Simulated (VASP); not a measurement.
A run of VASP 6.6.1:

File INCAR:

```
  PREC = Accurate
  ENCUT = 520
  EDIFF = 1E-6
  ISMEAR = -1
  SIGMA = 0.05
  LREAL = Auto
  LASPH = True
  NELM = 100
  ALGO = Normal
  ISIF = 2
  LWAVE = False
  LCHARG = False
  GGA = PE
  IVDW = 12
  NBANDS = 72
```

KPOINTS

```
regular mesh
0
Gamma
  1 1 1
```

The input POSCAR:

```
H3C2N
1.0
    8.3116590000      0.0000000000      0.0000000000
    0.0000000000      8.3116590000      0.0000000000
    0.0000000000      0.0000000000      8.3116590000
C N H
12 6 18
Direct
    1.0400089802      0.1582235267      0.4474918906
    0.9753648459      0.2103791794      0.5993989888
    0.4551317613      0.7732391331      0.2326731643
    0.4283140105      0.6422063273      0.3486307607
    0.1492241200      0.7748633576      0.6553685612
    0.2157331045      0.7426194939      0.8124370839
    0.4427154675      0.3194789392      0.7361225960
    0.4199763248      0.1782676599      0.6441794592
    0.7669948924      0.4767158999      0.1279527950
    0.8278852633      0.6100466826      0.2279328351
    0.8327098116      0.9588458814      0.9470191210
    0.7448813769      0.8255150987      0.8683224372
    0.9025634954      0.2330341031      0.7168965907
    0.4287230744      0.5408426886      0.4424387478
    0.2794869231      0.6917271269      0.9271915510
    0.3979470284      0.0546340989      0.5788495413
    0.8835179595      0.7184847213      0.2964871393
    0.6974901160      0.7072835880      0.8039309601
    1.0509333937      0.2534030811      0.3619494014
    1.1679377126      0.1191218263      0.4682579013
    0.9750039072      0.0620213125      0.4076081562
    0.4556370756      0.8813402956      0.3061001420
    0.5631968299      0.7634336298      0.1619291648
    0.3584001702      0.7889880949      0.1411150289
    0.2341770758      0.8239510307      0.5650857428
    0.1078845992      0.6616488958      0.6057876051
    0.0328454283      0.8417453122      0.6644882809
    0.3820897850      0.3110570345      0.8548955148
    0.5815325196      0.3442994954      0.7574420462
    0.3872873033      0.4201567942      0.6573416932
    0.6677848550      0.5188494860      0.0472228228
    0.8768646548      0.4369404471      0.0764227695
    0.7241153661      0.3852058897      0.2135915345
    0.8943100288      1.0485511978      0.8814967024
    0.7306363266      1.0298906632      0.9975264866
    0.9165438572      0.9184087076      1.0434138359
```

Potentials or basis: VASP PAW PBE potentials, release 64 (C, N, H).

Launch:

```console
$ cat potpaw_PBE.64/C/POTCAR potpaw_PBE.64/N/POTCAR potpaw_PBE.64/H/POTCAR > POTCAR
$ mpirun -np 1 vasp_gam > vasp.out
```

Hardware: 1 thread of Intel(R) Xeon(R) Platinum 8259CL CPU @ 2.50GHz (Skylake/Cascade Lake) (shared host).

Q: Estimate the wall time of this run.

A: Wall time 86 s on 1 thread of Intel(R) Xeon(R) Platinum 8259CL CPU @ 2.50GHz (Skylake/Cascade Lake), on a shared host, peak memory 0.54 GiB. Counts: scf iterations 18, k points 1.
